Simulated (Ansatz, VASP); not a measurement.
# One calculation of Rh, two programs

```
Rh
1.0
     0.00000    1.90299    1.90299
     1.90299    0.00000    1.90299
     1.90299    1.90299    0.00000
Rh
1
Direct
  0.00000 0.00000 0.00000
```

Alike in both runs: task relaxation of cell and atoms; functional r2SCAN; k mesh 24 × 24 × 24; occupations gaussian, width 0.1 eV; no spin polarisation.

|  | VASP | Ansatz |
| --- | --- | --- |
| version | VASP 6.6.1 | Ansatz 0.2.0 |
| potentials or method | VASP PAW PBE potentials, release 64 (Rh_pv), cutoff 600 eV | scalar-relativistic, plane waves, PAW |
| valence electrons in the cell | 15 | 17 |

```csv
,VASP,Ansatz,Ansatz less VASP
"gap on the k mesh at the Fermi level, each at its own relaxed structure (eV)",none,none,-
relaxed volume (Å³/atom),13.77,13.72,-0.055
relaxed length of the cell vector where the two differ most in proportion (Å),2.691,2.687,-0.0036
```

VASP's potentials were made for PBE, not for r2SCAN. A gap of «none» marks a metal or a gap that the smearing closes. VASP's potentials hold 15 valence electrons a cell and Ansatz's 17, so a difference there can come from the potentials and not from the codes.
